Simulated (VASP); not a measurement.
# BN (Cm) in VASP: notebook, part 3 of 3

VASP 6.6.1.

### Step 4. Single point, PBE (all B atoms moved +0.125 Å, as atom 1 along Cartesian [1 1 0])

Contents of INCAR:

```
PREC     = Accurate       # precision mode
ENCUT    = 520            # plane-wave cutoff, eV
EDIFF    = 1E-7           # SCF threshold, eV
ISMEAR   = 0              # smearing method
SIGMA    = 0.05           # smearing width, eV
LREAL    = False          # projectors in reciprocal space
LASPH    = True           # aspherical terms in the spheres
NELM     = 100            # most SCF steps
ALGO     = Normal         # electronic algorithm
ISIF     = 2              # what is computed and relaxed
LWAVE    = False          # write WAVECAR
LCHARG   = False          # write CHGCAR
GGA      = PE             # functional
NBANDS   = 11             # bands
```

Contents of KPOINTS:

```
Automatic mesh
0
Gamma
  12 12 12
```

Contents of POSCAR:

```
BN
1.0
    0.0000000000      1.8130010000      1.8130010000
    1.8130010000      0.0000000000      1.8130010000
    1.8130010000      1.8130010000      0.0000000000
B N
1 1
Direct
    0.0000000000      0.0000000000      0.0487525090
    0.7500000000      0.7500000000      0.7500000000
```

Potentials or basis: VASP PAW PBE potentials, release 64 (B, N).

Command:

```sh
> cat potpaw_PBE.64/B/POTCAR potpaw_PBE.64/N/POTCAR > POTCAR
> mpirun -np 1 vasp_std > vasp.out
```

OUTCAR:

```text
PREC = Accurate
   ENCUT = 520
   EDIFF = 1E-7
   ISMEAR = 0
   LREAL = False
   LASPH = True
   NELM = 100
   ISIF = 2
   GGA = PE

 ion  position               nearest neighbor table
   1  0.000  0.000  0.049-   2 1.47   2 1.58   2 1.58   2 1.67
   2  0.750  0.750  0.750-   1 1.47   1 1.58   1 1.58   1 1.67

  LATTYP: Found a face centered cubic cell.
 ALAT       =     3.6260020000

  Lattice vectors:

 A1 = (   0.0000000000,   1.8130010000,   1.8130010000)
 A2 = (   1.8130010000,   0.0000000000,   1.8130010000)
 A3 = (   1.8130010000,   1.8130010000,   0.0000000000)

Analysis of symmetry for initial positions (statically):
=====================================================================
 Subroutine PRICEL returns:
 Original cell was already a primitive cell.

 Routine SETGRP: Setting up the symmetry group for a
 face centered cubic supercell.

 Subroutine GETGRP returns: Found  2 space group operations
 (whereof  2 operations were pure point group operations)
 out of a pool of 48 trial point group operations.

The static configuration has the point symmetry C_1h.

Analysis of symmetry for dynamics (positions and initial velocities):
=====================================================================
 Subroutine PRICEL returns:
 Original cell was already a primitive cell.

 Routine SETGRP: Setting up the symmetry group for a
 face centered cubic supercell.

 Subroutine GETGRP returns: Found  2 space group operations
 (whereof  2 operations were pure point group operations)
 out of a pool of 48 trial point group operations.

The dynamic configuration has the point symmetry C_1h.

 Subroutine INISYM returns: Found  2 space group operations
 (whereof  2 operations are pure point group operations),
 and found     1 'primitive' translations

----------------------------------------------------------------------------------------

                                     Primitive cell
[... 112 lines left out ...]
  volume/ion in A,a.u.               =       5.96        40.22
  Fermi-wavevector in a.u.,A,eV,Ry     =   1.433387  2.708709 27.954506  2.054598
  Thomas-Fermi vector in A             =   2.552911
   LORBIT       =      0    0 simple, 1 ext, 2 COOP (PROOUT), +10 PAW based schemes
   GGA     = PE    functional components
   LHFCALC =     F    Hartree Fock is set to
   AEXX    =    0.0000 exact exchange contribution
   IVDW    =     0    specifies the selected vdW correction
   LEPSILON=     F    determine dielectric tensor
   LRPA    =     F    only Hartree local field effects (RPA)
 non-spin polarized calculation
 Gauss-broadening in eV      SIGMA  =   0.05
  energy-cutoff  :      520.00
  volume of cell :       11.92
 maximum number of plane-waves:       332
   NGX =  9   NGY =  9   NGZ =  9

 number of electron       7.9999999 magnetization

 Free energy of the ion-electron system (eV)
  ---------------------------------------------------
  ext. energy  EPLUGINS =         0.00000000
  ---------------------------------------------------
  free energy    TOTEN  =       -17.26632164 eV

  energy without entropy =      -17.26632164  energy(sigma->0) =      -17.26632164

 E-fermi :   8.5095     XC(G=0): -12.7767

 val. band max:        8.2206598562   @ k =   0.0000   0.0000   0.0000
 cond. band min:      11.5338215840   @ k =   0.5000   0.5000   0.0000
 fundamental gap:      3.3131617278
 Fermi energy:         8.5095330375

 k-point     1 :       0.0000    0.0000    0.0000
  band No.  band energies     occupation
      1     -12.8496      2.00000
      2       6.0781      2.00000
      3       7.3612      2.00000
      4       8.2207      2.00000
      5      15.4358      0.00000
      6      15.9228      0.00000
      7      16.9516      0.00000
      8      17.7256      0.00000
      9      31.7079      0.00000
     10      34.4988      0.00000
     11      34.9359      0.00000
[... 309 lines left out ...]
 k-point    24 :       0.0833    0.0000    0.1667
  band No.  band energies     occupation
      1     -12.2446      2.00000
      2       4.1993      2.00000
      3       6.4455      2.00000
      4       7.1039      2.00000
      5      15.6322      0.00000
      6      17.2261      0.00000
      7      17.6244      0.00000
      8      19.6143      0.00000
      9      28.2454      0.00000
     10      32.5593      0.00000
     11      33.2350      0.00000

 [... further k-points ...]
[... 5 lines left out ...]
  --------------------------------------------------------------------------------------
  -------------------------------------------------------------------------------------
  Total        0.2919098      0.2919098      0.3754412      0.3588770     -0.1443309     -0.1443310
  in kB       39.2405551     39.2405551     50.4694229     48.2427494    -19.4019736    -19.4019781
  external PRESSURE =      42.9835110 kB  Pullay stress =       0.0000000 kB

 VOLUME and BASIS-vectors are now :
 -----------------------------------------------------------------------------
  energy-cutoff  :      520.00
  volume of cell :       11.92
      direct lattice vectors                 reciprocal lattice vectors
     0.000000000  1.813001000  1.813001000    -0.275785838  0.275785838  0.275785838
     1.813001000  0.000000000  1.813001000     0.275785838 -0.275785838  0.275785838
     1.813001000  1.813001000  0.000000000     0.275785838  0.275785838 -0.275785838

 POSITION                                       TOTAL-FORCE (eV/Angst)
 -----------------------------------------------------------------------------------
      0.08839      0.08839      0.00000        -2.084025     -2.084025      0.736682
      2.71950      2.71950      2.71950         2.084025      2.084025     -0.736682
 -----------------------------------------------------------------------------------
    total drift:                                0.000052      0.000052     -0.000026

  FREE ENERGIE OF THE ION-ELECTRON SYSTEM (eV)
  ---------------------------------------------------
  free  energy   TOTEN  =       -17.2663216400 eV

  energy  without entropy=      -17.2663216400  energy(sigma->0) =      -17.26632164
```

OSZICAR:

```text
N       E                     dE             d eps       ncg     rms          rms(c)
DAV:   1     0.951628325512E+01    0.95163E+01   -0.47994E+03 10819   0.706E+02
DAV:   2    -0.177848537511E+02   -0.27301E+02   -0.26588E+02 12389   0.162E+02
DAV:   3    -0.182696333093E+02   -0.48478E+00   -0.48403E+00 12346   0.186E+01
DAV:   4    -0.182701846052E+02   -0.55130E-03   -0.55129E-03 11129   0.708E-01
DAV:   5    -0.182701851255E+02   -0.52033E-06   -0.52032E-06 12113   0.213E-02    0.682E+00
DAV:   6    -0.173513702416E+02    0.91881E+00   -0.31550E+00 11087   0.102E+01    0.328E+00
DAV:   7    -0.172806437264E+02    0.70727E-01   -0.10733E-01 11791   0.273E+00    0.194E+00
DAV:   8    -0.172660729133E+02    0.14571E-01   -0.36670E-02 11636   0.141E+00    0.193E-01
DAV:   9    -0.172662284919E+02   -0.15558E-03   -0.11225E-03 11138   0.282E-01    0.859E-02
DAV:  10    -0.172663159071E+02   -0.87415E-04   -0.13822E-04 11426   0.100E-01    0.163E-02
DAV:  11    -0.172663214127E+02   -0.55056E-05   -0.95043E-06 11940   0.258E-02    0.109E-02
DAV:  12    -0.172663216152E+02   -0.20249E-06   -0.15200E-06 11609   0.871E-03    0.113E-03
DAV:  13    -0.172663216400E+02   -0.24765E-07   -0.47708E-08  6230   0.207E-03
   1 F= -.17266322E+02 E0= -.17266322E+02  d E =-.520593E-19
```

Run time: 48 s. Hardware: 1 thread of Intel Xeon Platinum 8375C at 2.90GHz (Ice Lake), shared host; peak memory 0.17 GiB.

Results:

```
Free energy            : -17.2663 eV
Pressure               : 4.3 GPa
Largest force          : 3.038 eV/Å
Band gap on the k mesh : 3.31 eV, indirect (least direct gap 7.22 eV)
```

Forces on the atoms (eV/Å):
```
B   -2.084 -2.084  0.737
N    2.084  2.084 -0.737
```

Stress tensor (GPa, compression positive):
```
 3.92  4.82 -1.94
 4.82  3.92 -1.94
-1.94 -1.94  5.05
```

Caveat: the cell differs from its parent crystal (all B atoms moved +0.125 Å, as atom 1 along Cartesian [1 1 0]); forces of over 1 eV/Å act on the atoms, so gaps and moduli don't describe the material at rest. A k mesh can miss the band edges.

### Step 5. Single point, PBE (all B atoms moved +0.075 Å, as atom 1 along Cartesian [1 1 0])

Contents of INCAR:

```
PREC = Accurate ; ENCUT = 520
EDIFF = 1E-6 ; ISMEAR = 0
SIGMA = 0.05 ; LREAL = False
LASPH = True ; NELM = 100
ALGO = Normal ; ISIF = 2
LWAVE = False ; LCHARG = True
GGA = PE ; LELF = True
LVHAR = True ; NBANDS = 11
```

Contents of KPOINTS:

```
regular mesh
0
Gamma
  12 12 12
```

Changes to POSCAR since step 4:

```diff
@@ -8,3 +8,3 @@
 Direct
-    0.0000000000      0.0000000000      0.0487525090
+    0.0000000000      0.0000000000      0.0292515054
     0.7500000000      0.7500000000      0.7500000000
```

Command:

```sh
> cat potpaw_PBE.64/B/POTCAR potpaw_PBE.64/N/POTCAR > POTCAR
> mpirun -np 1 vasp_std > vasp.out
```

It took 44 s on 1 thread of Intel Xeon Platinum 8375C at 2.90GHz (Ice Lake), shared host; peak memory 0.17 GiB.

It converged, with:

```yaml
Free_energy: -17.3844 eV
Pressure: 1.4 GPa
Largest_force: 1.794 eV/Å
Band_gap_on_the_k_mesh: 3.77 eV, indirect (least direct gap 7.71 eV)
```

Forces on the atoms (eV/Å):
```
B   -1.255 -1.255  0.265
N    1.255  1.255 -0.265
```

Stress tensor (GPa, compression positive):
```
 1.31  1.75 -1.08
 1.75  1.31 -1.08
-1.08 -1.08  1.69
```

Levels at points of the mesh, in eV from the valence-band top:
| k point | band 2 | band 3 | band 4 | band 5 | band 6 | band 7 |
| --- | --- | --- | --- | --- | --- | --- |
| (0.00, 0.00, 0.00) | -1.32 | -0.58 | 0.00 | 7.71 | 8.11 | 8.75 |
| (0.50, 0.00, 0.00) | -11.22 | -3.09 | -1.95 | 8.75 | 9.55 | 11.24 |
| (0.00, 0.00, 0.50) | -11.38 | -2.73 | -2.11 | 9.18 | 9.91 | 10.85 |
| (0.50, 0.50, 0.50) | -11.05 | -3.00 | -2.31 | 9.24 | 9.31 | 10.58 |
| (0.50, 0.50, 0.00) | -9.50 | -5.47 | -5.39 | 3.77 | 8.41 | 17.17 |
| (0.00, 0.50, 0.50) | -9.48 | -5.69 | -5.24 | 3.81 | 8.50 | 16.84 |

Caveat: the cell differs from its parent crystal (all B atoms moved +0.075 Å, as atom 1 along Cartesian [1 1 0]); forces of over 1 eV/Å act on the atoms, so gaps and moduli don't describe the material at rest. A k mesh can miss the band edges.

### Step 6. Single point, PBE (all B atoms moved +0.025 Å, as atom 1 along Cartesian [1 1 0])

Contents of INCAR:

```
SYSTEM = BN
PREC     = Accurate       ! precision mode
ENCUT    = 520            ! plane-wave cutoff, eV
EDIFF    = 1E-6           ! SCF threshold, eV
ISMEAR   = 0              ! smearing method
SIGMA    = 0.05           ! smearing width, eV
LREAL    = .False.        ! projectors in reciprocal space
LASPH    = .True.         ! aspherical terms in the spheres
NELM     = 60             ! most SCF steps
ALGO     = Normal         ! electronic algorithm
ISIF     = 2              ! what is computed and relaxed
LWAVE    = .False.        ! write WAVECAR
LCHARG   = .False.        ! write CHGCAR
GGA      = PE             ! functional
NBANDS   = 11             ! bands
```

Contents of KPOINTS:

```
Automatic mesh
0
Gamma
  12 12 12
  0 0 0
```

Changes to POSCAR since step 5:

```diff
@@ -8,3 +8,3 @@
 Direct
-    0.0000000000      0.0000000000      0.0292515054
+    0.0000000000      0.0000000000      0.0097505018
     0.7500000000      0.7500000000      0.7500000000
```

Potentials or basis: VASP PAW PBE potentials, release 64 (B, N).

Command:

```sh
> cat potpaw_PBE.64/B/POTCAR potpaw_PBE.64/N/POTCAR > POTCAR
> mpirun -np 1 vasp_std > vasp.out
```

Wall time 42 s (1 thread of Intel Xeon Platinum 8375C at 2.90GHz (Ice Lake), shared host); peak memory 0.17 GiB.

It converged, with:

* Free energy: -17.4436 eV
* Pressure: 0.0 GPa
* Largest force: 0.593 eV/Å
* Band gap on the k mesh: 4.22 eV, indirect (least direct gap 8.38 eV)

Forces on the atoms (eV/Å):
```
B   -0.419 -0.419  0.029
N    0.419  0.419 -0.029
```

Stress tensor (GPa, compression positive):
```
 0.00  0.19 -0.35
 0.19  0.00 -0.35
-0.35 -0.35  0.04
```

Levels at points of the mesh, in eV from the valence-band top:
```tsv
k point	band 1	band 2	band 3	band 4	band 5	band 6	band 7	band 8	band 9
(0.00, 0.00, 0.00)	-20.35	-0.45	-0.21	0.00	8.38	8.55	8.75	9.99	24.36
(0.50, 0.00, 0.00)	-16.17	-10.82	-2.33	-1.95	9.73	10.14	10.81	14.94	23.10
(0.00, 0.00, 0.50)	-16.18	-10.88	-2.21	-1.99	9.79	10.33	10.71	15.06	22.91
(0.50, 0.50, 0.50)	-16.17	-10.77	-2.29	-2.07	9.79	10.17	10.59	14.82	23.28
(0.50, 0.50, 0.00)	-14.82	-9.08	-5.08	-5.07	4.22	8.94	17.56	17.60	20.41
(0.00, 0.50, 0.50)	-14.82	-9.08	-5.15	-5.00	4.23	8.95	17.43	17.72	20.40
```

Caveat: the cell differs from its parent crystal (all B atoms moved +0.025 Å, as atom 1 along Cartesian [1 1 0]).
